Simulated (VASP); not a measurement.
# Si (Fd-3m) in VASP: notebook

The runs below take Si through single point, with PBE.

All numbers are computed with VASP 6.6.1; they aren't measurements. Logs are shortened: lines on timing, memory, paths and dates and some standing lists are left out, and cuts for length are marked.

## (1) The cell of the first run

Symmetry: Fd-3m, No. 227, cubic system. Conventional cell: a = 5.320 Å, b = 5.320 Å, c = 5.320 Å, α = 90.00°, β = 90.00°, γ = 90.00°. Si (site symmetry -43m) has 4 Si at 2.30 Å within 3.0 Å.

## (2) Single point, PBE (18.82 Å³/atom)

Contents of INCAR:

```
PREC = Accurate
ENCUT = 500
EDIFF = 1E-6
ISMEAR = -1
SIGMA = 0.02
LREAL = F
LASPH = T
NELM = 120
ALGO = Normal
ISIF = 2
LWAVE = F
LCHARG = T
GGA = PE
LELF = T
LVHAR = T
NBANDS = 11
GGA_COMPAT = F
```

Contents of KPOINTS:

```
regular mesh
0
Gamma
  14 14 14
```

Contents of POSCAR:

```
Si
1.0
    0.0000000000      2.6599191403      2.6599191403
    2.6599191403      0.0000000000      2.6599191403
    2.6599191403      2.6599191403      0.0000000000
Si
2
Direct
    0.0000000000      0.0000000000      0.0000000000
    0.2500000000      0.2500000000      0.2500000000
```

Potentials or basis: VASP PAW PBE potentials, release 64 (Si).

The run is started by

```console
> cat potpaw_PBE.64/Si/POTCAR > POTCAR
> mpirun -np 1 vasp_std > vasp.out
```

OUTCAR:

```text
PREC = Accurate
   ENCUT = 500
   EDIFF = 1E-6
   ISMEAR = -1
   LREAL = F
   LASPH = T
   NELM = 120
   ISIF = 2
   GGA = PE

 ion  position               nearest neighbor table
   1  0.000  0.000  0.000-   2 2.30   2 2.30   2 2.30   2 2.30
   2  0.250  0.250  0.250-   1 2.30   1 2.30   1 2.30   1 2.30

  LATTYP: Found a face centered cubic cell.
 ALAT       =     5.3198382806

  Lattice vectors:

 A1 = (   0.0000000000,   2.6599191403,   2.6599191403)
 A2 = (   2.6599191403,   0.0000000000,   2.6599191403)
 A3 = (   2.6599191403,   2.6599191403,   0.0000000000)

Analysis of symmetry for initial positions (statically):
=====================================================================
 Subroutine PRICEL returns:
 Original cell was already a primitive cell.

 Routine SETGRP: Setting up the symmetry group for a
 face centered cubic supercell.

 Subroutine GETGRP returns: Found 48 space group operations
 (whereof 24 operations were pure point group operations)
 out of a pool of 48 trial point group operations.

The static configuration has the point symmetry T_d .
 The point group associated with its full space group is O_h .

Analysis of symmetry for dynamics (positions and initial velocities):
=====================================================================
 Subroutine PRICEL returns:
 Original cell was already a primitive cell.

 Routine SETGRP: Setting up the symmetry group for a
 face centered cubic supercell.

 Subroutine GETGRP returns: Found 48 space group operations
 (whereof 24 operations were pure point group operations)
 out of a pool of 48 trial point group operations.

The dynamic configuration has the point symmetry T_d .
 The point group associated with its full space group is O_h .

 Subroutine INISYM returns: Found 48 space group operations
 (whereof 24 operations are pure point group operations),
 and found     1 'primitive' translations

----------------------------------------------------------------------------------------

                                     Primitive cell

  volume of cell :      37.6388

  direct lattice vectors                    reciprocal lattice vectors
     0.000000000  2.659919140  2.659919140    -0.187975639  0.187975639  0.187975639
     2.659919140  0.000000000  2.659919140     0.187975639 -0.187975639  0.187975639
     2.659919140  2.659919140  0.000000000     0.187975639  0.187975639 -0.187975639

  length of vectors
     3.761693723  3.761693723  3.761693723     0.325583357  0.325583357  0.325583357
[... 88 lines left out ...]
   ISYM   =      2    0-nonsym 1-usesym 2-fastsym
   POTIM  = 0.5000    time-step for ionic-motion
   TEBEG  =    0.0;   TEEND  =   0.0 temperature during run
   PSTRESS=    0.0 pullay stress
   NELECT =       8.0000    total number of electrons
   NUPDOWN=      -1.0000    fix difference up-down
   EMIN   =  10.00;   EMAX   =-10.00  energy-range for DOS
   EFERMI =   0.00;   METHOD = LEGACY
   ISMEAR =    -1;   SIGMA  =   0.02  broadening in eV -4-tet -1-fermi 0-gaus
   EFERMI_NEDOS =   21; number of points for ismear=-14 and -15
   IALGO  =     38    algorithm
   IMIX   =      4    mixing-type and parameters
     AMIX     =   0.40;   BMIX     =  1.00
     AMIX_MAG =   1.60;   BMIX_MAG =  1.00
  volume/ion in A,a.u.               =      18.82       127.00
  Fermi-wavevector in a.u.,A,eV,Ry     =   0.976997  1.846256 12.987066  0.954522
  Thomas-Fermi vector in A             =   2.107659
   LORBIT       =      0    0 simple, 1 ext, 2 COOP (PROOUT), +10 PAW based schemes
   GGA     = PE    functional components
   LHFCALC =     F    Hartree Fock is set to
   AEXX    =    0.0000 exact exchange contribution
   IVDW    =     0    specifies the selected vdW correction
   LEPSILON=     F    determine dielectric tensor
   LRPA    =     F    only Hartree local field effects (RPA)
 non-spin polarized calculation
  energy-cutoff  :      500.00
  volume of cell :       37.64
 maximum number of plane-waves:       982
   NGX = 13   NGY = 13   NGZ = 13

 number of electron       8.0000000 magnetization

 Free energy of the ion-electron system (eV)
  ---------------------------------------------------
  ext. energy  EPLUGINS =         0.00000000
  ---------------------------------------------------
  free energy    TOTEN  =       -10.76698772 eV

  energy without entropy =      -10.76698770  energy(sigma->0) =      -10.76698771

 E-fermi :   6.6897     XC(G=0):  -9.6536

 val. band max:        6.4695896207   @ k =   0.0000   0.0000   0.0000
 cond. band min:       6.9224185678   @ k =   0.4286   0.4286   0.0000
 fundamental gap:      0.4528289472
 Fermi energy:         6.6896938966

 k-point     1 :       0.0000    0.0000    0.0000
  band No.  band energies     occupation
      1      -5.9253      2.00000
      2       6.4696      1.99997
      3       6.4696      1.99997
      4       6.4696      1.99997
      5       9.0582      0.00000
      6       9.0582      0.00000
      7       9.0582      0.00000
      8      10.5726      0.00000
      9      14.2179      0.00000
     10      14.2179      0.00000
     11      14.6809      0.00000
[... 309 lines left out ...]
 k-point    24 :       0.2857    0.1429    0.0000
  band No.  band energies     occupation
      1      -4.9083      2.00000
      2       2.6387      2.00000
      3       4.8555      2.00000
      4       4.8601      2.00000
      5       8.5475      0.00000
      6      10.6484      0.00000
      7      10.9994      0.00000
      8      11.3494      0.00000
      9      15.0552      0.00000
     10      15.1864      0.00000
     11      16.9634      0.00000

 [... further k-points ...]

------------------------ aborting loop because EDIFF is reached ----------------------------------------

  FORCE on cell =-STRESS in cart. coord.  units (eV):
  Direction    XX          YY          ZZ          XY          YZ          ZX
  --------------------------------------------------------------------------------------
  -------------------------------------------------------------------------------------
  Total        2.0626105      2.0626105      2.0626105     -0.0000000      0.0000000     -0.0000000
  in kB       87.7995919     87.7995919     87.7995919     -0.0000000      0.0000000     -0.0000000
  external PRESSURE =      87.7995919 kB  Pullay stress =       0.0000000 kB

 VOLUME and BASIS-vectors are now :
 -----------------------------------------------------------------------------
  energy-cutoff  :      500.00
  volume of cell :       37.64
      direct lattice vectors                 reciprocal lattice vectors
     0.000000000  2.659919140  2.659919140    -0.187975639  0.187975639  0.187975639
     2.659919140  0.000000000  2.659919140     0.187975639 -0.187975639  0.187975639
     2.659919140  2.659919140  0.000000000     0.187975639  0.187975639 -0.187975639

 POSITION                                       TOTAL-FORCE (eV/Angst)
 -----------------------------------------------------------------------------------
      0.00000      0.00000      0.00000         0.000000      0.000000      0.000000
      1.32996      1.32996      1.32996        -0.000000     -0.000000     -0.000000
 -----------------------------------------------------------------------------------
    total drift:                                0.000000      0.000000     -0.000000

  FREE ENERGIE OF THE ION-ELECTRON SYSTEM (eV)
  ---------------------------------------------------
  free  energy   TOTEN  =       -10.7669877213 eV

  energy  without entropy=      -10.7669877018  energy(sigma->0) =      -10.76698771
```

stdout:

```text
POSCAR found type information on POSCAR Si
 POSCAR found :  1 types and       2 ions
 scaLAPACK will be used
 LDA part: xc-table for (Slater+PW92), standard interpolation
 POSCAR, INCAR and KPOINTS ok, starting setup
 FFT: planning ... GRIDC
 FFT: planning ... GRID_SOFT
 FFT: planning ... GRID
 WAVECAR not read
 entering main loop
```

Run time: 16 s. Hardware: 1 thread of Intel Xeon 6975P-C (Granite Rapids), shared host; peak memory 0.16 GiB.

Results:

```yaml
Free_energy: -10.7670 eV
Pressure: 8.8 GPa
Band_gap_on_the_k_mesh: 0.45 eV (least direct gap 2.59 eV)
```

Caveat: the cell stands under pressure; semilocal functionals underestimate gaps, and a narrow one can read as zero. A k mesh can miss the band edges.

## (3) Single point, PBE (19.22 Å³/atom)

This run uses another cell than the first one, of 19.22 Å³/atom.

Contents of INCAR:

```
ALGO = Normal
EDIFF = 1E-6
ENCUT = 500
GGA = PE
GGA_COMPAT = F
ISIF = 2
ISMEAR = -1
LASPH = T
LCHARG = F
LREAL = F
LWAVE = F
NBANDS = 11
NELM = 120
PREC = Accurate
SIGMA = 0.02
```

Contents of KPOINTS:

```
k-points
0
Gamma
  14 14 14
```

Contents of POSCAR:

```
Si
1.0
    0.0000000000      2.6786515824      2.6786515824
    2.6786515824      0.0000000000      2.6786515824
    2.6786515824      2.6786515824      0.0000000000
Si
2
Direct
    0.0000000000      0.0000000000      0.0000000000
    0.2500000000      0.2500000000      0.2500000000
```

Potentials or basis: VASP PAW PBE potentials, release 64 (Si).

The run is started by

```console
> cat potpaw_PBE.64/Si/POTCAR > POTCAR
> mpirun -np 1 vasp_std > vasp.out
```

Wall time 16 s (1 thread of Intel Xeon 6975P-C (Granite Rapids), shared host); peak memory 0.16 GiB.

The run converged. Its results:

```
Free energy            : -10.8045 eV
Pressure               : 6.3 GPa
Band gap on the k mesh : 0.50 eV (least direct gap 2.58 eV)
```

Levels at points of the mesh, in eV from the valence-band top:
```tsv
k point	band 1	band 2	band 3	band 4	band 5	band 6	band 7	band 8	band 9
(0.00, 0.00, 0.00)	-12.24	0.00	0.00	0.00	2.58	2.58	2.58	3.85	7.74
(0.50, 0.00, 0.00)	-9.81	-7.16	-1.23	-1.23	1.69	3.32	3.32	7.78	10.65
(0.50, 0.50, 0.00)	-7.95	-7.95	-2.96	-2.96	0.63	0.63	10.47	10.47	11.10
```

Caveat: the cell stands under pressure; semilocal functionals underestimate gaps, and a narrow one can read as zero.
